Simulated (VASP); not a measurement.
A run of VASP 6.6.1 is set up as follows.

POSCAR

```
CaSe
1.0
    3.6306654960     -0.0041194229     -0.0041194229
   -0.0041194229      3.6306654960     -0.0041194229
   -0.0041194229     -0.0041194229      3.6306654960
Ca Se
1 1
Direct
    0.0000000000      0.0000000000      0.0000000000
    0.5000000000      0.5000000000      0.5000000000
```

INCAR.step1

```
SYSTEM = CaSe
ALGO     = Normal         ! electronic algorithm
EDIFF    = 1E-4           ! SCF threshold, eV
ENCUT    = 520            ! plane-wave cutoff, eV
GGA      = PE             ! functional
ISMEAR   = 0              ! smearing method
LASPH    = .True.         ! aspherical terms in the spheres
LCHARG   = .False.        ! write CHGCAR
LREAL    = .False.        ! projectors in reciprocal space
LWAVE    = .True.         ! write WAVECAR
NBANDS   = 15             ! bands
NELM     = 100            ! most SCF steps
PREC     = Accurate       ! precision mode
SIGMA    = 0.01           ! smearing width, eV
```

The input INCAR.step2:

```
SYSTEM = CaSe
ALGO     = Normal         ! electronic algorithm
EDIFF    = 1E-7           ! SCF threshold, eV
ENCUT    = 520            ! plane-wave cutoff, eV
ISIF     = 2              ! what is computed and relaxed
ISMEAR   = 0              ! smearing method
ISTART   = 1            
LASPH    = .True.         ! aspherical terms in the spheres
LCHARG   = .False.        ! write CHGCAR
LMIXTAU  = .True.       
LREAL    = .False.        ! projectors in reciprocal space
LWAVE    = .False.        ! write WAVECAR
METAGGA  = R2SCAN         ! meta-GGA
NBANDS   = 15             ! bands
NELM     = 100            ! most SCF steps
PREC     = Accurate       ! precision mode
SIGMA    = 0.01           ! smearing width, eV
```

The input KPOINTS:

```
k-points
0
Gamma
  8 8 8
  0 0 0
```

Potentials or basis: VASP PAW PBE potentials, release 64 (Ca_sv, Se).

Run with:

```sh
$ cat potpaw_PBE.64/Ca_sv/POTCAR potpaw_PBE.64/Se/POTCAR > POTCAR
$ cp INCAR.step1 INCAR
$ mpirun -np 1 vasp_std > vasp.out
$ cp INCAR.step2 INCAR
$ mpirun -np 1 vasp_std > vasp.out
```

**Question.** Estimate the band gap on the k mesh.

**Answer.** 1.24 eV, direct.

**Question.** Estimate the pressure.

**Answer.** 0.4 GPa.

Caveat: the cell differs from its parent crystal (strain along [111] -0.3%); the PAW data sets were made with another functional, which shifts forces and pressure a little. A k mesh can miss the band edges.
